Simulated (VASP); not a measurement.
# TaTl (Fm-3m) in VASP: a series of runs, part 2 of 2

VASP 6.6.1. The steps go on from the part before.

### 3 Single point, PBE

This run uses another cell than the first one, of 22.97 Å³/atom, 0.989 times its volume.

The input, INCAR:

```
SYSTEM = TaTl
PREC = Accurate
ENCUT = 520
EDIFF = 1E-7
ISMEAR = 0
SIGMA = 0.1
LREAL = .FALSE.
LASPH = .TRUE.
NELM = 60
ALGO = Fast
ISIF = 2
LWAVE = .FALSE.
LCHARG = .TRUE.
GGA = PE
LELF = .TRUE.
LVHAR = .TRUE.
NBANDS = 19
```

The input, KPOINTS:

```
regular mesh
0
G
  16 16 16
  0 0 0
```

The input, POSCAR:

```
TaTl
1.0
    0.0000000000      2.8427714259      2.8427714259
    2.8427714259      0.0000000000      2.8427714259
    2.8427714259      2.8427714259      0.0000000000
Ta Tl
1 1
Direct
    0.0000000000      0.0000000000      0.0000000000
    0.5000000000      0.5000000000      0.5000000000
```

Potentials or basis: VASP PAW PBE potentials, release 64 (Ta_pv, Tl_d).

On the command line:

```sh
cat potpaw_PBE.64/Ta_pv/POTCAR potpaw_PBE.64/Tl_d/POTCAR > POTCAR
mpirun -np 1 vasp_std > vasp.out
```

OUTCAR:

```text
SYSTEM = TaTl
   PREC = Accurate
   ENCUT = 520
   EDIFF = 1E-7
   ISMEAR = 0
   LREAL = .FALSE.
   LASPH = .TRUE.
   NELM = 60
   ISIF = 2
   GGA = PE

 ion  position               nearest neighbor table
   1  0.000  0.000  0.000-   2 2.84   2 2.84   2 2.84   2 2.84   2 2.84   2 2.84
   2  0.500  0.500  0.500-   1 2.84   1 2.84   1 2.84   1 2.84   1 2.84   1 2.84

  LATTYP: Found a face centered cubic cell.
 ALAT       =     5.6855428518

  Lattice vectors:

 A1 = (   0.0000000000,   2.8427714259,   2.8427714259)
 A2 = (   2.8427714259,   0.0000000000,   2.8427714259)
 A3 = (   2.8427714259,   2.8427714259,   0.0000000000)

Analysis of symmetry for initial positions (statically):
=====================================================================
 Subroutine PRICEL returns:
 Original cell was already a primitive cell.

 Routine SETGRP: Setting up the symmetry group for a
 face centered cubic supercell.

 Subroutine GETGRP returns: Found 48 space group operations
 (whereof 48 operations were pure point group operations)
 out of a pool of 48 trial point group operations.

The static configuration has the point symmetry O_h .

Analysis of symmetry for dynamics (positions and initial velocities):
=====================================================================
 Subroutine PRICEL returns:
 Original cell was already a primitive cell.

 Routine SETGRP: Setting up the symmetry group for a
 face centered cubic supercell.

 Subroutine GETGRP returns: Found 48 space group operations
 (whereof 48 operations were pure point group operations)
 out of a pool of 48 trial point group operations.

The dynamic configuration has the point symmetry O_h .

 Subroutine INISYM returns: Found 48 space group operations
 (whereof 48 operations are pure point group operations),
 and found     1 'primitive' translations

----------------------------------------------------------------------------------------

[... 105 lines left out ...]
   EMIN   =  10.00;   EMAX   =-10.00  energy-range for DOS
   EFERMI =   0.00;   METHOD = LEGACY
   ISMEAR =     0;   SIGMA  =   0.10  broadening in eV -4-tet -1-fermi 0-gaus
   EFERMI_NEDOS =   21; number of points for ismear=-14 and -15
   IALGO  =     68    algorithm
   IMIX   =      4    mixing-type and parameters
     AMIX     =   0.40;   BMIX     =  1.00
     AMIX_MAG =   1.60;   BMIX_MAG =  1.00
  volume/ion in A,a.u.               =      22.97       155.03
  Fermi-wavevector in a.u.,A,eV,Ry     =   1.318439  2.491488 23.650747  1.738281
  Thomas-Fermi vector in A             =   2.448409
   LORBIT       =      0    0 simple, 1 ext, 2 COOP (PROOUT), +10 PAW based schemes
   GGA     = PE    functional components
   LHFCALC =     F    Hartree Fock is set to
   AEXX    =    0.0000 exact exchange contribution
   IVDW    =     0    specifies the selected vdW correction
   LEPSILON=     F    determine dielectric tensor
   LRPA    =     F    only Hartree local field effects (RPA)
 non-spin polarized calculation
 RMM-DIIS sequential band-by-band and
 Gauss-broadening in eV      SIGMA  =   0.10
  energy-cutoff  :      520.00
  volume of cell :       45.95
 maximum number of plane-waves:      1259
 NGX is ok and might be reduce to    30
   NGX = 15   NGY = 15   NGZ = 15

 number of electron      24.0000002 magnetization

 Free energy of the ion-electron system (eV)
  ---------------------------------------------------
  ext. energy  EPLUGINS =         0.00000000
  ---------------------------------------------------
  free energy    TOTEN  =       -11.63830614 eV

  energy without entropy =      -11.63351585  energy(sigma->0) =      -11.63591099

 E-fermi :   6.6740     XC(G=0): -11.3134

 val. band max:        6.6610596237   @ k =   0.5000   0.3750   0.0000
 cond. band min:       6.6786133704   @ k =   0.1875   0.1250   0.0625
 fundamental gap:      0.0175537468
 Fermi energy:         6.6739557329

 k-point     1 :       0.0000    0.0000    0.0000
  band No.  band energies     occupation
      1     -28.7316      2.00000
      2     -28.7316      2.00000
      3     -28.7316      2.00000
      4      -5.2437      2.00000
      5      -5.2437      2.00000
      6      -4.9831      2.00000
[... 505 lines left out ...]
      6      -4.9809      2.00000
[... 11 lines left out ...]
     18      13.9876      0.00000
     19      15.7251      0.00000

 [... further k-points ...]
[... 5 lines left out ...]
  --------------------------------------------------------------------------------------
  -------------------------------------------------------------------------------------
  Total       -0.0155463     -0.0155463     -0.0155463     -0.0000000     -0.0000000      0.0000000
  in kB       -0.5421013     -0.5421013     -0.5421013     -0.0000000     -0.0000000      0.0000000
  external PRESSURE =      -0.5421013 kB  Pullay stress =       0.0000000 kB

 VOLUME and BASIS-vectors are now :
 -----------------------------------------------------------------------------
  energy-cutoff  :      520.00
  volume of cell :       45.95
      direct lattice vectors                 reciprocal lattice vectors
     0.000000000  2.842771426  2.842771426    -0.175884700  0.175884700  0.175884700
     2.842771426  0.000000000  2.842771426     0.175884700 -0.175884700  0.175884700
     2.842771426  2.842771426  0.000000000     0.175884700  0.175884700 -0.175884700

 POSITION                                       TOTAL-FORCE (eV/Angst)
 -----------------------------------------------------------------------------------
      0.00000      0.00000      0.00000         0.000000      0.000000      0.000000
      2.84277      2.84277      2.84277        -0.000000     -0.000000     -0.000000
 -----------------------------------------------------------------------------------
    total drift:                                0.000000      0.000000      0.000000

  FREE ENERGIE OF THE ION-ELECTRON SYSTEM (eV)
  ---------------------------------------------------
  free  energy   TOTEN  =       -11.6383061372 eV

  energy  without entropy=      -11.6335158489  energy(sigma->0) =      -11.63591099
```

stdout:

```text
POSCAR found type information on POSCAR TaTl
 POSCAR found :  2 types and       2 ions
 scaLAPACK will be used
 LDA part: xc-table for (Slater+PW92), standard interpolation
 POSCAR, INCAR and KPOINTS ok, starting setup
 FFT: planning ... GRIDC
 FFT: planning ... GRID_SOFT
 FFT: planning ... GRID
 WAVECAR not read
 entering main loop
```

Run time: 3.8 min. Hardware: 1 thread of Intel Xeon Platinum 8375C at 2.90GHz (Ice Lake), shared host; peak memory 0.27 GiB.

What came out:

- Free energy: -11.6383 eV
- Pressure: -0.1 GPa
- Band gap on the k mesh: zero (band 12 reaches 7.82 eV, above the bottom of band 13 at 6.45 eV)

Caveat: spin-orbit coupling is left out, which moves the levels of the heavy elements.
